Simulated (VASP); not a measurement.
Here is a VASP 6.6.1 calculation.

The input INCAR:

```
PREC = Accurate
ENCUT = 520
EDIFF = 1E-6
ISMEAR = -1
SIGMA = 0.05
LREAL = F
LASPH = T
NELM = 60
ALGO = Normal
ISIF = 2
LWAVE = F
LCHARG = F
GGA = CA
NBANDS = 11
```

File KPOINTS:

```
Automatic mesh
0
Gamma
  17 17 17
```

The input POSCAR:

```
SiC
1.0
    0.0000000000      2.1202465626      2.1202465626
    2.1202465626      0.0000000000      2.1202465626
    2.1202465626      2.1202465626      0.0000000000
Si C
1 1
Direct
    0.0000000000      0.0000000000      0.0000000000
    0.2500000000      0.2500000000      0.2500000000
```

Potentials or basis: VASP PAW LDA potentials, release 64 (Si, C).

Command:

```bash
$ cat potpaw_LDA.64/Si/POTCAR potpaw_LDA.64/C/POTCAR > POTCAR
$ mpirun -np 1 vasp_std > vasp.out
```

Estimate the pressure.

16.5 GPa.

Estimate the band gap on the k mesh.

1.27 eV, indirect (least direct gap 4.61 eV).

 A k mesh can miss the band edges.
